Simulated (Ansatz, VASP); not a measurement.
## Two plane-wave programs on MnV

```xyz
2
Lattice="2.9000 0.0000 0.0000 0.0000 2.9000 0.0000 0.0000 0.0000 2.9000" Properties=species:S:1:pos:R:3 pbc="T T T"
Mn    0.0000    0.0000    0.0000
V     1.4500    1.4500    1.4500
```

Alike in both runs: task single point; functional LDA; k mesh 11 × 11 × 11; occupations fermi-dirac, width 0.05 eV; no spin polarisation.

|  | VASP | Ansatz |
| --- | --- | --- |
| version | VASP 6.6.1 | Ansatz 0.2.0 |
| potentials or method | VASP PAW LDA potentials, release 64 (Mn_pv, V_sv) | PAW with Ansatz's default frozen-core files, scalar-relativistic |
| plane-wave cutoff (eV) | 520 | 420 |
| valence electrons in the cell | 26 | 28 |

|  | VASP | Ansatz | Ansatz less VASP |
| --- | --- | --- | --- |
| pressure (GPa) | -21.6 | -21.9 | -0.31 |

LDA's correlation is that of Perdew and Zunger in VASP and of Perdew and Wang (1992) in Ansatz. VASP's potentials hold 26 valence electrons a cell and Ansatz's 28, so a difference there can come from the potentials and not from the codes.
